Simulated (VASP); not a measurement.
# CuC18 in VASP: single point with PBE

Aim: the single point of CuC18 with PBE.

Program: VASP 6.6.1. These are calculated values, not measurements. Logs are shortened: lines on timing, memory, paths and dates and some standing lists are left out, and cuts for length are marked.

### Step 1. The cell of the first run

The cell holds a slab with vacuum, 19 atoms: a = 7.398 Å, b = 7.398 Å, c = 13.000 Å, α = 90.00°, β = 90.00°, γ = 120.00°.

### Step 2. Single point, PBE, collinear spin

The input, INCAR:

```
PREC     = Accurate       # precision mode
ENCUT    = 520            # plane-wave cutoff, eV
EDIFF    = 1E-6           # SCF threshold, eV
ISMEAR   = 0              # smearing method
SIGMA    = 0.05           # smearing width, eV
LREAL    = Auto         
LASPH    = True           # aspherical terms in the spheres
NELM     = 150            # most SCF steps
ALGO     = Normal         # electronic algorithm
ISIF     = 2              # what is computed and relaxed
LWAVE    = False          # write WAVECAR
LCHARG   = True           # write CHGCAR
ISPIN    = 2              # spin polarisation
MAGMOM   = 0 0 0 0 0 0 0 0 0 0 0 0 0 0 0 0 0 0 1 # initial moments
LORBIT   = 11             # projections on sites
LMAXMIX  = 4              # l up to which the mixer works
GGA      = PE             # functional
LELF     = True           # ELF
LVHAR    = True         
NBANDS   = 60             # bands
```

The input, KPOINTS:

```
regular mesh
0
Gamma
  2 2 1
```

The input, POSCAR:

```
CuC18
1.0
    7.3980000000      0.0000000000      0.0000000000
   -3.6990000000      6.4068560000      0.0000000000
    0.0000000000      0.0000000000     13.0000000000
C Cu
18 1
Direct
   -0.0003878022      0.0000551499      0.0758057073
    0.2210441311      0.1122408047      0.0790831974
    0.0000860181      0.3333809366      0.0752672310
    0.2220607963      0.4443674122      0.0747803847
   -0.0003857272      0.6662343351      0.0757999766
    0.2210448581      0.7754764839      0.0790696077
    0.3331260664     -0.0001045057      0.0859776985
    0.5578953581      0.1122834617      0.0797998275
    0.3333813423      0.3338653249      0.0757248541
    0.5556596164      0.4446206201      0.0756301575
    0.3333810144      0.6661940470      0.0757224344
    0.5556587855      0.7777137110      0.0756333365
    0.6673412681      0.0000368645      0.0760152979
    0.8890452621      0.1113679564      0.0749219888
    0.6673419997      0.3339806730      0.0760120409
    0.8890447240      0.4443519282      0.0749184170
    0.6667657994      0.6667211611      0.0753455863
    0.8888255482      0.7777496979      0.0756954767
    0.3493595412      0.0083104374      0.2434125792
```

Potentials or basis: VASP PAW PBE potentials, release 64 (C, Cu).

Started as:

```sh
> cat potpaw_PBE.64/C/POTCAR potpaw_PBE.64/Cu/POTCAR > POTCAR
> mpirun -np 1 vasp_std > vasp.out
```

OUTCAR:

```text
PREC = Accurate
   ENCUT = 520
   EDIFF = 1E-6
   ISMEAR = 0
   LREAL = Auto
   LASPH = True
   NELM = 150
   ISIF = 2
   ISPIN = 2
   LORBIT = 11
   GGA = PE

 ion  position               nearest neighbor table
   1  1.000  0.000  0.076-   2 1.42  14 1.42  18 1.42
   2  0.221  0.112  0.079-   1 1.42   9 1.42   7 1.44
   3  0.000  0.333  0.075-   4 1.42  16 1.42  14 1.42
   4  0.222  0.444  0.075-   9 1.42  11 1.42   3 1.42
   5  1.000  0.666  0.076-   6 1.42  16 1.42  18 1.42
   6  0.221  0.775  0.079-   5 1.42  11 1.42   7 1.44
   7  0.333  1.000  0.086-   6 1.44   2 1.44   8 1.44  19 2.05
   8  0.558  0.112  0.080-  13 1.42  15 1.42   7 1.44
   9  0.333  0.334  0.076-   2 1.42   4 1.42  10 1.42
  10  0.556  0.445  0.076-  17 1.42   9 1.42  15 1.42
  11  0.333  0.666  0.076-   6 1.42   4 1.42  12 1.42
  12  0.556  0.778  0.076-  17 1.42  11 1.42  13 1.42
  13  0.667  0.000  0.076-  14 1.42   8 1.42  12 1.42
  14  0.889  0.111  0.075-  13 1.42   1 1.42   3 1.42
  15  0.667  0.334  0.076-  16 1.42   8 1.42  10 1.42
  16  0.889  0.444  0.075-  15 1.42   5 1.42   3 1.42
  17  0.667  0.667  0.075-  18 1.42  12 1.42  10 1.42
  18  0.889  0.778  0.076-  17 1.42   5 1.42   1 1.42
  19  0.349  0.008  0.243-   7 2.05

  LATTYP: Found a hexagonal cell.
 ALAT       =     7.3980000000
 C/A-ratio  =     1.7572316842

  Lattice vectors:

 A1 = (   7.3980000000,   0.0000000000,   0.0000000000)
 A2 = (  -3.6990000000,   6.4068560000,   0.0000000000)
 A3 = (   0.0000000000,   0.0000000000,  13.0000000000)

Analysis of symmetry for initial positions (statically):
=====================================================================
 Subroutine PRICEL returns:
 Original cell was already a primitive cell.

 Routine SETGRP: Setting up the symmetry group for a
 hexagonal supercell.

 Subroutine GETGRP returns: Found  1 space group operations
 (whereof  1 operations were pure point group operations)
 out of a pool of 24 trial point group operations.

The static configuration has the point symmetry C_1 .

Analysis of symmetry for dynamics (positions and initial velocities):
=====================================================================
 Subroutine PRICEL returns:
 Original cell was already a primitive cell.

 Routine SETGRP: Setting up the symmetry group for a
 hexagonal supercell.

 Subroutine GETGRP returns: Found  1 space group operations
 (whereof  1 operations were pure point group operations)
 out of a pool of 24 trial point group operations.

The dynamic configuration has the point symmetry C_1 .

Analysis of structural, dynamic, and magnetic symmetry:
=====================================================================
 Subroutine PRICEL returns:
 Original cell was already a primitive cell.

 Routine SETGRP: Setting up the symmetry group for a
 hexagonal supercell.

 Subroutine GETGRP returns: Found  1 space group operations
 (whereof  1 operations were pure point group operations)
 out of a pool of 24 trial point group operations.

The overall configuration has the point symmetry C_1 .

 Subroutine INISYM returns: Found  1 space group operations
 (whereof  1 operations are pure point group operations),
 and found     1 'primitive' translations

----------------------------------------------------------------------------------------

                                     Primitive cell

  volume of cell :     616.1730

  direct lattice vectors                    reciprocal lattice vectors
     7.398000000  0.000000000  0.000000000     0.135171668  0.078041398  0.000000000
    -3.699000000  6.406856000  0.000000000     0.000000000  0.156082796  0.000000000
     0.000000000  0.000000000 13.000000000     0.000000000  0.000000000  0.076923077

  length of vectors
     7.398000000  7.398000054 13.000000000     0.156082797  0.156082796  0.076923077
[... 73 lines left out ...]
  0.500000  0.000000  0.000000      1.000000
  0.000000  0.500000  0.000000      1.000000
  0.500000  0.500000  0.000000      1.000000
   k-points           NKPTS =      4   k-points in BZ     NKDIM =      4   number of bands    NBANDS=     60
   number of dos      NEDOS =    301   number of ions     NIONS =     19
   total plane-waves  NPLWV = 307328
   dimension x,y,z NGX =    56 NGY =   56 NGZ =   98
   dimension x,y,z NGXF=   112 NGYF=  112 NGZF=  196
   ions per type =              18   1
   NGX,Y,Z   is equivalent  to a cutoff of  12.58, 12.58, 12.53 a.u.
   NGXF,Y,Z  is equivalent  to a cutoff of  25.17, 25.17, 25.06 a.u.
 SYSTEM =  unknown system
   PREC   = accura    normal or accurate (medium, high low for compatibility)
   ISTART =      0    job   : 0-new  1-cont  2-samecut
   ICHARG =      2    charge: 1-file 2-atom 10-const
   ISPIN  =      2    spin polarized calculation?
   LNONCOLLINEAR =      F non collinear calculations
   LSORBIT =      F    spin-orbit coupling
   LASPH  =      T    aspherical Exc in radial PAW
   ENCUT  =  520.0 eV  38.22 Ry    6.18 a.u.  13.76 13.76 24.17*2*pi/ulx,y,z
   NELM   =    150;   NELMIN=  2; NELMDL= -5     # of ELM steps
   EDIFF  = 0.1E-05   stopping-criterion for ELM
   LREAL  =      T    real-space projection
   EDIFFG = 0.1E-04   stopping-criterion for IOM
   NSW    =      0    number of steps for IOM
   IBRION =     -1    ionic relax: 0-MD 1-quasi-New 2-CG
   NFREE  =      0    steps in history (QN), initial steepest desc. (CG)
   ISIF   =      2    stress and relaxation
   ISYM   =      2    0-nonsym 1-usesym 2-fastsym
   POTIM  = 0.5000    time-step for ionic-motion
   TEBEG  =    0.0;   TEEND  =   0.0 temperature during run
   PSTRESS=    0.0 pullay stress
   NELECT =      83.0000    total number of electrons
   NUPDOWN=      -1.0000    fix difference up-down
   EMIN   =  10.00;   EMAX   =-10.00  energy-range for DOS
   EFERMI =   0.00;   METHOD = LEGACY
   ISMEAR =     0;   SIGMA  =   0.05  broadening in eV -4-tet -1-fermi 0-gaus
   EFERMI_NEDOS =   21; number of points for ismear=-14 and -15
   IALGO  =     38    algorithm
   IMIX   =      4    mixing-type and parameters
     AMIX     =   0.40;   BMIX     =  1.00
     AMIX_MAG =   1.60;   BMIX_MAG =  1.00
  volume/ion in A,a.u.               =      32.43       218.85
  Fermi-wavevector in a.u.,A,eV,Ry     =   0.839202  1.585862  9.582045  0.704260
  Thomas-Fermi vector in A             =   1.953382
   LORBIT       =     11    0 simple, 1 ext, 2 COOP (PROOUT), +10 PAW based schemes
   GGA     = PE    functional components
   LHFCALC =     F    Hartree Fock is set to
   AEXX    =    0.0000 exact exchange contribution
   IVDW    =     0    specifies the selected vdW correction
   LEPSILON=     F    determine dielectric tensor
   LRPA    =     F    only Hartree local field effects (RPA)
 spin polarized calculation
 Gauss-broadening in eV      SIGMA  =   0.05
  energy-cutoff  :      520.00
  volume of cell :      616.17
 maximum number of plane-waves:     16651
 NGX is ok and might be reduce to    56
   NGX = 27   NGY = 27   NGZ = 49

 number of electron      83.0000000 magnetization       0.8116897

 Free energy of the ion-electron system (eV)
  ---------------------------------------------------
  ext. energy  EPLUGINS =         0.00000000
  ---------------------------------------------------
  free energy    TOTEN  =      -166.25471588 eV

  energy without entropy =     -166.23821393  energy(sigma->0) =     -166.24646491

 E-fermi :  -1.5826     XC(G=0):  -3.8005

 val. band max:       -1.6034030778   @ k =   0.0000   0.5000   0.0000
 cond. band min:      -1.5714050574   @ k =   0.0000   0.0000   0.0000
 fundamental gap:      0.0319980204
 Fermi energy:        -1.5826203585

 spin component 1

 k-point     1 :       0.0000    0.0000    0.0000
  band No.  band energies     occupation
      1     -21.2474      1.00000
      2     -18.8215      1.00000
      3     -18.6795      1.00000
      4     -18.6710      1.00000
      5     -18.5932      1.00000
      6     -18.5877      1.00000
[... 213 lines left out ...]
     52       3.0573      0.00000
     53       3.6428      0.00000
 Fermi energy:        -1.5826203585

 spin component 2

 k-point     1 :       0.0000    0.0000    0.0000
  band No.  band energies     occupation
      1     -21.2292      1.00000
      2     -18.7929      1.00000
      3     -18.6625      1.00000
      4     -18.6542      1.00000
      5     -18.5834      1.00000
      6     -18.5780      1.00000
[... 213 lines left out ...]
     52       3.5331      0.00000
     53       3.8788      0.00000
 [bands above 53 left out]

------------------------ aborting loop because EDIFF is reached ----------------------------------------

  FORCE on cell =-STRESS in cart. coord.  units (eV):
  Direction    XX          YY          ZZ          XY          YZ          ZX
  --------------------------------------------------------------------------------------
  -------------------------------------------------------------------------------------
  Total        3.5598095      3.6923559     -0.0131887     -0.0923283     -0.0132427     -0.0158684
  in kB        9.2562419      9.6008901     -0.0342935     -0.2400726     -0.0344336     -0.0412612
  external PRESSURE =       6.2742795 kB  Pullay stress =       0.0000000 kB

 VOLUME and BASIS-vectors are now :
 -----------------------------------------------------------------------------
  energy-cutoff  :      520.00
  volume of cell :      616.17
      direct lattice vectors                 reciprocal lattice vectors
     7.398000000  0.000000000  0.000000000     0.135171668  0.078041398  0.000000000
    -3.699000000  6.406856000  0.000000000     0.000000000  0.156082796  0.000000000
     0.000000000  0.000000000 13.000000000     0.000000000  0.000000000  0.076923077

 POSITION                                       TOTAL-FORCE (eV/Angst)
 -----------------------------------------------------------------------------------
      7.39493      0.00035      0.98547        -0.001150     -0.001041      0.013340
      1.22011      0.71911      1.02808        -0.005613     -0.002993     -0.012289
     -1.23254      2.13592      0.97847         0.000670      0.002860     -0.003193
     -0.00091      2.84700      0.97215         0.002627      0.008510     -0.000462
      4.93075      4.26847      0.98540         0.003822     -0.000190      0.007277
     -1.23320      4.96837      1.02790         0.001639     -0.004605     -0.007870
[... 11 lines left out ...]
      3.69864      4.98293      0.98404        -0.005865     -0.003025     -0.003571
      2.55382      0.05324      3.16436        -0.005998     -0.003595      0.038503
 -----------------------------------------------------------------------------------
    total drift:                                0.008172      0.004332      0.033574

  FREE ENERGIE OF THE ION-ELECTRON SYSTEM (eV)
  ---------------------------------------------------
  free  energy   TOTEN  =      -166.2547158845 eV

  energy  without entropy=     -166.2382139338  energy(sigma->0) =     -166.24646491

 total charge

# of ion       s       p       d       tot
------------------------------------------
    1        0.862   1.795   0.000   2.656
    2        0.862   1.781   0.000   2.643
    3        0.862   1.792   0.000   2.654
    4        0.863   1.792   0.000   2.655
    5        0.862   1.795   0.000   2.657
    6        0.862   1.781   0.000   2.643
[... 11 lines left out ...]
   18        0.862   1.787   0.000   2.649
   19        0.394   0.103   9.333   9.829
--------------------------------------------------
tot         15.905  32.307   9.333  57.545

 magnetization (x)

# of ion       s       p       d       tot
------------------------------------------
    1       -0.003  -0.034   0.000  -0.037
    2        0.004   0.049   0.000   0.053
    3       -0.002  -0.025   0.000  -0.027
    4        0.003   0.038   0.000   0.041
    5       -0.003  -0.034   0.000  -0.037
    6        0.004   0.049   0.000   0.053
[... 11 lines left out ...]
   18        0.003   0.043   0.000   0.046
   19        0.171   0.016   0.003   0.190
--------------------------------------------------
tot          0.179   0.133   0.003   0.314
```

It took 12 min on 1 thread of Intel Xeon Platinum 8488C (Sapphire Rapids), shared host; peak memory 0.96 GiB.

Results:

```yaml
Free_energy: -166.2547 eV
Largest_force: 0.039 eV/Å
Band_gap_on_the_k_mesh: 0.03 eV (least direct gap 0.17 eV)
Net_moment: 0.81 μB per cell
Site_moments: C -0.04, +0.05, -0.03, +0.04, -0.02 (each value once); Cu +0.19 μB
Valence_electrons_inside_the_program's_atomic_spheres: C 2.66, 2.64, 2.65, 2.63 (each value once); Cu 9.83
```

Forces on the atoms (eV/Å):
```
C   -0.001 -0.001  0.013
C   -0.006 -0.003 -0.012
C    0.001  0.003 -0.003
C    0.003  0.009  0.000
C    0.004  0.000  0.007
C    0.002 -0.005 -0.008
C    0.004  0.001 -0.022
C    0.007 -0.001 -0.015
C    0.003  0.011  0.006
C   -0.010  0.013  0.000
C    0.007 -0.007  0.004
C   -0.007 -0.014 -0.002
C    0.006 -0.002  0.004
C    0.000 -0.006 -0.002
C    0.006  0.007  0.003
C   -0.003  0.001  0.001
C   -0.004  0.000 -0.009
C   -0.006 -0.003 -0.004
Cu  -0.006 -0.004  0.039
```

Caveat: the k points lie up to 0.49 Å⁻¹ apart; a moment this small can come from the mesh or the smearing; there is no dipole correction, which matters where the two faces differ.
